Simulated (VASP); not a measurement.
A run of VASP 6.6.1 is set up as follows.

INCAR

```
  PREC = Accurate
  ENCUT = 520
  EDIFF = 1E-6
  ISMEAR = -1
  SIGMA = 0.05
  LREAL = False
  LASPH = True
  NELM = 100
  ALGO = Normal
  ISIF = 2
  LWAVE = False
  LCHARG = False
  NBANDS = 17
```

The input KPOINTS:

```
regular mesh
0
Gamma
  5 5 5
```

POSCAR

```
PbS
1.0
    0.0000000000      2.9657500000      2.9657500000
    2.9657500000      0.0000000000      2.9657500000
    2.9657500000      2.9657500000      0.0000000000
Pb S
1 1
Direct
    0.0000000000      0.0000000000      0.0000000000
    0.5000000000      0.5000000000      0.5000000000
```

Potentials or basis: VASP PAW LDA potentials, release 64 (Pb_d, S).

Command:

```console
$ cat potpaw_LDA.64/Pb_d/POTCAR potpaw_LDA.64/S/POTCAR > POTCAR
$ mpirun -np 1 vasp_std > vasp.out
```

Question: Predict the pressure.

Answer: -2.8 GPa.
